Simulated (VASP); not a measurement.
# MgS (Niningerite) (Fm-3m) in VASP: a series of runs

The runs below take MgS (Niningerite) through relaxation of cell and atoms, with r2SCAN.

Everything below comes from runs of VASP 6.6.1. Logs are shortened: lines on timing, memory, paths and dates and some standing lists are left out, and cuts for length are marked.

### 1 The cell of the first run

It takes space group Fm-3m (No. 225, cubic). Conventional cell: a = 5.203 Å, b = 5.203 Å, c = 5.203 Å, α = 90.00°, β = 90.00°, γ = 90.00°. Within 3.4 Å of Mg (site symmetry m-3m) lie 6 S at 2.60 Å. Within 3.4 Å of S (site symmetry m-3m) lie 6 Mg at 2.60 Å.

### 2 Relaxation of cell and atoms, r2SCAN, target pressure 10 GPa, at which the enthalpy is minimised

Contents of POSCAR:

```
MgS
1.0
    0.0000000000      2.6016500000      2.6016500000
    2.6016500000      0.0000000000      2.6016500000
    2.6016500000      2.6016500000      0.0000000000
Mg S
1 1
Direct
    0.0000000000      0.0000000000      0.0000000000
    0.5000000000      0.5000000000      0.5000000000
```

Contents of INCAR.step1:

```
SYSTEM = MgS
ALGO     = Normal         ! electronic algorithm
EDIFF    = 1E-4           ! SCF threshold, eV
ENCUT    = 600            ! plane-wave cutoff, eV
GGA      = PE             ! functional
ISMEAR   = 0              ! smearing method
LASPH    = .True.         ! aspherical terms in the spheres
LCHARG   = .False.        ! write CHGCAR
LREAL    = .False.        ! projectors in reciprocal space
LWAVE    = .True.         ! write WAVECAR
NELM     = 60             ! most SCF steps
PREC     = Accurate       ! precision mode
SIGMA    = 0.01           ! smearing width, eV
```

Contents of INCAR.step2:

```
SYSTEM = MgS
ALGO     = Normal         ! electronic algorithm
EDIFF    = 1E-7           ! SCF threshold, eV
EDIFFG   = -0.03          ! ionic threshold
ENCUT    = 600            ! plane-wave cutoff, eV
IBRION   = 2              ! ionic algorithm
ISIF     = 3              ! what is computed and relaxed
ISMEAR   = 0              ! smearing method
ISTART   = 1            
LASPH    = .True.         ! aspherical terms in the spheres
LCHARG   = .False.        ! write CHGCAR
LMIXTAU  = .True.       
LREAL    = .False.        ! projectors in reciprocal space
LWAVE    = .False.        ! write WAVECAR
METAGGA  = R2SCAN         ! meta-GGA
NELM     = 60             ! most SCF steps
NSW      = 50             ! ionic steps
PREC     = Accurate       ! precision mode
PSTRESS  = 100.0        
SIGMA    = 0.01           ! smearing width, eV
```

Contents of KPOINTS:

```
k-points
0
Gamma
  7 7 7
  0 0 0
```

Potentials or basis: VASP PAW PBE potentials, release 64 (Mg, S).

Run with:

```bash
$ cat potpaw_PBE.64/Mg/POTCAR potpaw_PBE.64/S/POTCAR > POTCAR
$ cp INCAR.step1 INCAR
$ mpirun -np 1 vasp_std > vasp.out
$ cp INCAR.step2 INCAR
$ mpirun -np 1 vasp_std > vasp.out
```

OUTCAR:

```text
SYSTEM = MgS
   EDIFF = 1E-7
   EDIFFG = -0.03
   ENCUT = 600
   IBRION = 2
   ISIF = 3
   ISMEAR = 0
   ISTART = 1
   LASPH = .True.
   LREAL = .False.
   METAGGA = R2SCAN
   NELM = 60
   NSW = 50
   PREC = Accurate
   PSTRESS = 100.0

 ion  position               nearest neighbor table
   1  0.000  0.000  0.000-   2 2.60   2 2.60   2 2.60   2 2.60   2 2.60   2 2.60
   2  0.500  0.500  0.500-   1 2.60   1 2.60   1 2.60   1 2.60   1 2.60   1 2.60

  LATTYP: Found a face centered cubic cell.
 ALAT       =     5.2033000000

  Lattice vectors:

 A1 = (   0.0000000000,   2.6016500000,   2.6016500000)
 A2 = (   2.6016500000,   0.0000000000,   2.6016500000)
 A3 = (   2.6016500000,   2.6016500000,   0.0000000000)

Analysis of symmetry for initial positions (statically):
=====================================================================
 Subroutine PRICEL returns:
 Original cell was already a primitive cell.

 Routine SETGRP: Setting up the symmetry group for a
 face centered cubic supercell.

 Subroutine GETGRP returns: Found 48 space group operations
 (whereof 48 operations were pure point group operations)
 out of a pool of 48 trial point group operations.

The static configuration has the point symmetry O_h .

Analysis of symmetry for dynamics (positions and initial velocities):
=====================================================================
 Subroutine PRICEL returns:
 Original cell was already a primitive cell.

 Routine SETGRP: Setting up the symmetry group for a
 face centered cubic supercell.

 Subroutine GETGRP returns: Found 48 space group operations
 (whereof 48 operations were pure point group operations)
 out of a pool of 48 trial point group operations.

The dynamic configuration has the point symmetry O_h .

 Subroutine INISYM returns: Found 48 space group operations
 (whereof 48 operations are pure point group operations),
 and found     1 'primitive' translations

----------------------------------------------------------------------------------------

                                     Primitive cell

  volume of cell :      35.2190

  direct lattice vectors                    reciprocal lattice vectors
     0.000000000  2.601650000  2.601650000    -0.192185728  0.192185728  0.192185728
     2.601650000  0.000000000  2.601650000     0.192185728 -0.192185728  0.192185728
     2.601650000  2.601650000  0.000000000     0.192185728  0.192185728 -0.192185728

  length of vectors
[... 65 lines left out ...]
   NGX,Y,Z   is equivalent  to a cutoff of  13.56, 13.56, 13.56 a.u.
   NGXF,Y,Z  is equivalent  to a cutoff of  27.11, 27.11, 27.11 a.u.
 SYSTEM =  MgS
   PREC   = accura    normal or accurate (medium, high low for compatibility)
   ISTART =      1    job   : 0-new  1-cont  2-samecut
   ICHARG =      0    charge: 1-file 2-atom 10-const
   ISPIN  =      1    spin polarized calculation?
   LNONCOLLINEAR =      F non collinear calculations
   LSORBIT =      F    spin-orbit coupling
   LASPH  =      T    aspherical Exc in radial PAW
   ENCUT  =  600.0 eV  44.10 Ry    6.64 a.u.   7.35  7.35  7.35*2*pi/ulx,y,z
   NELM   =     60;   NELMIN=  2; NELMDL=  0     # of ELM steps
   EDIFF  = 0.1E-06   stopping-criterion for ELM
   LREAL  =      F    real-space projection
   EDIFFG = -.3E-01   stopping-criterion for IOM
   NSW    =     50    number of steps for IOM
   IBRION =      2    ionic relax: 0-MD 1-quasi-New 2-CG
   NFREE  =      1    steps in history (QN), initial steepest desc. (CG)
   ISIF   =      3    stress and relaxation
   ISYM   =      2    0-nonsym 1-usesym 2-fastsym
   POTIM  = 0.5000    time-step for ionic-motion
   TEBEG  =    0.0;   TEEND  =   0.0 temperature during run
   PSTRESS=  100.0 pullay stress
   NELECT =       8.0000    total number of electrons
   NUPDOWN=      -1.0000    fix difference up-down
   EMIN   =  10.00;   EMAX   =-10.00  energy-range for DOS
   EFERMI =   0.00;   METHOD = LEGACY
   ISMEAR =     0;   SIGMA  =   0.01  broadening in eV -4-tet -1-fermi 0-gaus
   EFERMI_NEDOS =   21; number of points for ismear=-14 and -15
   IALGO  =     38    algorithm
   IMIX   =      4    mixing-type and parameters
     AMIX     =   0.40;   BMIX     =  1.00
     AMIX_MAG =   1.60;   BMIX_MAG =  1.00
  volume/ion in A,a.u.               =      17.61       118.83
  Fermi-wavevector in a.u.,A,eV,Ry     =   0.998878  1.887606 13.575323  0.997758
  Thomas-Fermi vector in A             =   2.131131
   LORBIT       =      0    0 simple, 1 ext, 2 COOP (PROOUT), +10 PAW based schemes
   METAGGA = R2SCAN    functional components
   LHFCALC =     F    Hartree Fock is set to
   AEXX    =    0.0000 exact exchange contribution
   IVDW    =     0    specifies the selected vdW correction
   LEPSILON=     F    determine dielectric tensor
   LRPA    =     F    only Hartree local field effects (RPA)
 conjugate gradient relaxation of ions
 non-spin polarized calculation
 Gauss-broadening in eV      SIGMA  =   0.01
  energy-cutoff  :      600.00
  volume of cell :       35.22
 maximum number of plane-waves:      1211
 NGX is ok and might be reduce to    30
   NGX = 15   NGY = 15   NGZ = 15

--------------------------------------- Ionic step        1  -------------------------------------------

 number of electron       7.9999999 magnetization

 Free energy of the ion-electron system (eV)
  ---------------------------------------------------
  ext. energy  EPLUGINS =         0.00000000
  ---------------------------------------------------
  free energy    TOTEN  =       -15.51059267 eV

  energy without entropy =      -15.51059267  energy(sigma->0) =      -15.51059267

------------------------ aborting loop because EDIFF is reached ----------------------------------------

  FORCE on cell =-STRESS in cart. coord.  units (eV):
  Direction    XX          YY          ZZ          XY          YZ          ZX
  --------------------------------------------------------------------------------------
  -------------------------------------------------------------------------------------
  Total       -0.0980942     -0.0980942     -0.0980942      0.0000000      0.0000000     -0.0000000
  in kB       -4.4624909     -4.4624909     -4.4624909      0.0000000      0.0000000     -0.0000000
  external PRESSURE =    -104.4624909 kB  Pullay stress =     100.0000000 kB
[... 63 lines left out ...]
--------------------------------------- Ionic step        3  -------------------------------------------

 number of electron       7.9999999 magnetization

 Free energy of the ion-electron system (eV)
  ---------------------------------------------------
  ext. energy  EPLUGINS =         0.00000000
  ---------------------------------------------------
  free energy    TOTEN  =       -15.41552425 eV

  energy without entropy =      -15.41552425  energy(sigma->0) =      -15.41552425

 E-fermi :   4.6087     XC(G=0): -10.5690

 val. band max:        4.4954381881   @ k =   0.0000   0.0000   0.0000
 cond. band min:       8.3741534362   @ k =   0.4286   0.4286   0.0000
 fundamental gap:      3.8787152481
 Fermi energy:         4.6086707766

 k-point     1 :       0.0000    0.0000    0.0000
  band No.  band energies     occupation
      1      -9.3565      2.00000
      2       4.4954      2.00000
      3       4.4954      2.00000
      4       4.4954      2.00000
      5      10.0639      0.00000
      6      12.9246      0.00000
      7      12.9246      0.00000
      8      12.9246      0.00000
[... 240 lines left out ...]
  energy  without entropy=      -15.4155242516  energy(sigma->0) =      -15.41552425

  enthalpy is  TOTEN    =       -13.4383971400 eV   P V=        1.9771271116

 reached required accuracy - stopping structural energy minimisation
```

OUTCAR.step1:

```text
SYSTEM = MgS
   EDIFF = 1E-4
   ENCUT = 600
   GGA = PE
   ISMEAR = 0
   LASPH = .True.
   LREAL = .False.
[... 434 lines left out ...]
      0.00000      0.00000      0.00000         0.000000      0.000000      0.000000
      2.60165      2.60165      2.60165         0.000000     -0.000000      0.000000
 -----------------------------------------------------------------------------------
    total drift:                               -0.000000     -0.000000      0.000000

  FREE ENERGIE OF THE ION-ELECTRON SYSTEM (eV)
  ---------------------------------------------------
  free  energy   TOTEN  =        -8.5016786489 eV

  energy  without entropy=       -8.5016786489  energy(sigma->0) =       -8.50167865
```

OSZICAR.step1:

```text
N       E                     dE             d eps       ncg     rms          rms(c)
DAV:   1     0.261370455489E+02    0.26137E+02   -0.41641E+03   336   0.924E+02
DAV:   2    -0.786641897461E+01   -0.34003E+02   -0.32973E+02   440   0.115E+02
DAV:   3    -0.890269293978E+01   -0.10363E+01   -0.10363E+01   368   0.274E+01
DAV:   4    -0.890767217888E+01   -0.49792E-02   -0.49792E-02   528   0.220E+00
DAV:   5    -0.890767943242E+01   -0.72535E-05   -0.72535E-05   416   0.575E-02    0.440E+00
DAV:   6    -0.854267074213E+01    0.36501E+00   -0.94014E-01   344   0.482E+00    0.348E+00
DAV:   7    -0.850172389641E+01    0.40947E-01   -0.23696E-01   408   0.260E+00    0.229E+00
DAV:   8    -0.850180385641E+01   -0.79960E-04   -0.13023E-02   392   0.970E-01    0.850E-01
DAV:   9    -0.850163971202E+01    0.16414E-03   -0.48460E-04   408   0.179E-01    0.271E-01
DAV:  10    -0.850167864887E+01   -0.38937E-04   -0.13432E-04   264   0.787E-02
   1 F= -.85016786E+01 E0= -.85016786E+01  d E =-.470273E-65
```

Wall time 65 s (1 thread of Intel Xeon 6975P-C (Granite Rapids), shared host); peak memory 0.19 GiB.

What came out:

| Property | Result |
| --- | --- |
| Free energy | -15.4155 eV |
| Relaxed volume | 15.84 Å³/atom |
| Relaxed cell | a = 3.552 Å, b = 3.552 Å, c = 3.552 Å, α = 60.00°, β = 60.00°, γ = 60.00° |
| Space group after relaxing (to 0.05 Å) | Fm-3m (No. 225) |
| Energy change on relaxing (the enthalpy is what falls) | +47.5 meV/atom |
| Ionic steps | 3 |
| Pressure after relaxing | 10.0 GPa |
| Band gap on the k mesh | 3.88 eV, indirect (least direct gap 5.57 eV) |

The path:
```tsv
step	energy change (eV)	largest force (eV/Å)	pressure (GPa)	volume (Å³)
1	0.0000	0.0000	-0.45	35.22
2	0.2704	0.0000	18.71	29.68
3	0.0951	0.0000	9.96	31.68
```

Final structure:
```xyz
2
Lattice="0.0000 2.5113 2.5113 2.5113 0.0000 2.5113 2.5113 2.5113 0.0000" Properties=species:S:1:pos:R:3 pbc="T T T"
Mg    0.0000    0.0000    0.0000
S     2.5113    2.5113    2.5113
```

Caveat: the cell is relaxed towards a set pressure, so the enthalpy falls and the energy may rise; the PAW data sets were made with another functional, which shifts forces and pressure a little. r2SCAN opens gaps a little over a GGA but as a rule still falls short of measured ones.

### 3 Relaxation of cell and atoms, r2SCAN, target pressure 20 GPa, at which the enthalpy is minimised

POSCAR is that of step 2.

Contents of INCAR.step1:

```
PREC     = Accurate       # precision mode
ENCUT    = 600            # plane-wave cutoff, eV
ISMEAR   = 0              # smearing method
SIGMA    = 0.01           # smearing width, eV
LREAL    = False          # projectors in reciprocal space
LASPH    = True           # aspherical terms in the spheres
NELM     = 100            # most SCF steps
GGA      = PE             # functional
ALGO     = Normal         # electronic algorithm
EDIFF    = 1E-4           # SCF threshold, eV
LWAVE    = True           # write WAVECAR
LCHARG   = False          # write CHGCAR
```

Contents of INCAR.step2:

```
PREC     = Accurate       # precision mode
ENCUT    = 600            # plane-wave cutoff, eV
EDIFF    = 1E-7           # SCF threshold, eV
ISMEAR   = 0              # smearing method
SIGMA    = 0.01           # smearing width, eV
LREAL    = False          # projectors in reciprocal space
LASPH    = True           # aspherical terms in the spheres
NELM     = 100            # most SCF steps
ALGO     = Normal         # electronic algorithm
ISIF     = 3              # what is computed and relaxed
LWAVE    = False          # write WAVECAR
LCHARG   = False          # write CHGCAR
METAGGA  = R2SCAN         # meta-GGA
LMIXTAU  = True         
IBRION   = 2              # ionic algorithm
NSW      = 50             # ionic steps
EDIFFG   = -0.03          # ionic threshold
PSTRESS  = 200.0        
ISTART   = 1
```

Contents of KPOINTS:

```
regular mesh
0
Gamma
  7 7 7
```

Potentials or basis: VASP PAW PBE potentials, release 64 (Mg, S).

Run with:

```bash
$ cat potpaw_PBE.64/Mg/POTCAR potpaw_PBE.64/S/POTCAR > POTCAR
$ cp INCAR.step1 INCAR
$ mpirun -np 1 vasp_std > vasp.out
$ cp INCAR.step2 INCAR
$ mpirun -np 1 vasp_std > vasp.out
```

It took 84 s on 1 thread of Intel Xeon 6975P-C (Granite Rapids), shared host; peak memory 0.18 GiB.

Results (log left out):

```
Free energy                                            : -15.2127 eV
Relaxed volume                                         : 14.73 Å³/atom
Relaxed cell                                           : a = 3.467 Å, b = 3.467 Å, c = 3.467 Å, α = 60.00°, β = 60.00°, γ = 60.00°
Space group after relaxing (to 0.05 Å)                 : Fm-3m (No. 225)
Energy change on relaxing (the enthalpy is what falls) : +148.9 meV/atom
Ionic steps                                            : 4
Pressure after relaxing                                : 19.9 GPa
Band gap on the k mesh                                 : 4.03 eV, indirect (least direct gap 6.13 eV)
```

Step by step:
```csv
step,energy change (eV),largest force (eV/Å),pressure (GPa),volume (Å³)
1,0.0000,0.0000,-0.45,35.22
2,1.2822,0.0000,54.41,24.96
3,0.2827,0.0000,19.24,29.58
4,0.2979,0.0000,19.89,29.46
```

Final structure:
```
CELL_PARAMETERS angstrom
0.00000 2.45124 2.45124
2.45124 0.00000 2.45124
2.45124 2.45124 0.00000
ATOMIC_POSITIONS crystal
Mg 0.00000 0.00000 0.00000
S 0.50000 0.50000 0.50000
```

Levels at points of the mesh, in eV from the valence-band top:
```
           k point  band 1  band 2  band 3  band 4  band 5  band 6  band 7  band 8
(0.00, 0.00, 0.00)  -14.37    0.00    0.00    0.00    6.30    8.32    8.32    8.32
```

Caveat: the cell is relaxed towards a set pressure, so the enthalpy falls and the energy may rise; the volume moved by over 15 % at a fixed basis, so the end points are rough; the PAW data sets were made with another functional, which shifts forces and pressure a little. r2SCAN opens gaps a little over a GGA but as a rule still falls short of measured ones.

### 4 Relaxation of cell and atoms, r2SCAN, target pressure 30 GPa, at which the enthalpy is minimised

POSCAR is that of step 3.

Contents of INCAR.step1:

```
PREC = Accurate ; ENCUT = 600
ISMEAR = 0 ; SIGMA = 0.01
LREAL = F ; LASPH = T
NELM = 100 ; GGA = PE
ALGO = Normal ; EDIFF = 1E-4
LWAVE = T ; LCHARG = F
```

Contents of INCAR.step2:

```
PREC = Accurate ; ENCUT = 600
EDIFF = 1E-7 ; ISMEAR = 0
SIGMA = 0.01 ; LREAL = F
LASPH = T ; NELM = 100
ALGO = Normal ; ISIF = 3
LWAVE = F ; LCHARG = F
METAGGA = R2SCAN ; LMIXTAU = T
IBRION = 2 ; NSW = 50
EDIFFG = -0.03 ; PSTRESS = 300.0
ISTART = 1
```

Contents of KPOINTS:

```
Automatic mesh
0
Gamma
  7 7 7
```

Run with:

```bash
$ cat potpaw_PBE.64/Mg/POTCAR potpaw_PBE.64/S/POTCAR > POTCAR
$ cp INCAR.step1 INCAR
$ mpirun -np 1 vasp_std > vasp.out
$ cp INCAR.step2 INCAR
$ mpirun -np 1 vasp_std > vasp.out
```

Run time: 86 s. Hardware: 1 thread of Intel Xeon 6975P-C (Granite Rapids), shared host; peak memory 0.19 GiB.

It converged, with:

| Item | Value |
| --- | --- |
| Free energy | -14.9479 eV |
| Relaxed volume | 13.87 Å³/atom |
| Relaxed cell | a = 3.398 Å, b = 3.398 Å, c = 3.398 Å, α = 60.00°, β = 60.00°, γ = 60.00° |
| Space group after relaxing (to 0.05 Å) | Fm-3m (No. 225) |
| Energy change on relaxing (the enthalpy is what falls) | +281.3 meV/atom |
| Ionic steps | 5 |
| Pressure after relaxing | 30.2 GPa |
| Band gap on the k mesh | 4.11 eV, indirect (least direct gap 6.39 eV) |

Step by step:
```csv
step,energy change (eV),largest force (eV/Å),pressure (GPa),volume (Å³)
1,0.0000,0.0000,-0.45,35.22
2,3.4767,0.0000,121.64,20.77
3,0.4760,0.0000,26.99,28.23
4,0.5376,0.0000,29.28,27.88
5,0.5627,0.0000,30.21,27.75
```

Final structure:
```
Mg S
1.0
     0.00000    2.40285    2.40285
     2.40285    0.00000    2.40285
     2.40285    2.40285    0.00000
Mg S
1 1
Cartesian
  0.0000 0.0000 0.0000
  2.4029 2.4029 2.4029
```

Levels at points of the mesh, in eV from the valence-band top:
```
           k point  band 1  band 2  band 3  band 4  band 5  band 6  band 7  band 8
(0.00, 0.00, 0.00)  -14.84    0.00    0.00    0.00    6.94    8.21    8.21    8.21
```

Caveat: the cell is relaxed towards a set pressure, so the enthalpy falls and the energy may rise; the volume moved by over 15 % at a fixed basis, so the end points are rough; the PAW data sets were made with another functional, which shifts forces and pressure a little. r2SCAN opens gaps a little over a GGA but as a rule still falls short of measured ones.

### 5 Summary

```tsv
cell	gap on the mesh (eV)	pressure (GPa)
relaxed to 10 GPa	3.88	10.0
relaxed to 20 GPa	4.03	19.9
relaxed to 30 GPa	4.11	30.2
```

Alike in all rows: task relaxation of cell and atoms; level r2SCAN; potentials or basis VASP PAW PBE potentials, release 64 (Mg, S); no spin polarisation; k mesh 7 × 7 × 7; cutoff (eV) 600; smearing gaussian 0.01 eV.

Caveats: the cell is relaxed towards a set pressure, so the enthalpy falls and the energy may rise; the PAW data sets were made with another functional, which shifts forces and pressure a little; the volume moved by over 15 % at a fixed basis, so the end points are rough (some runs).

Total energies depend on the potentials used, so only differences within one code and one set of settings carry meaning.
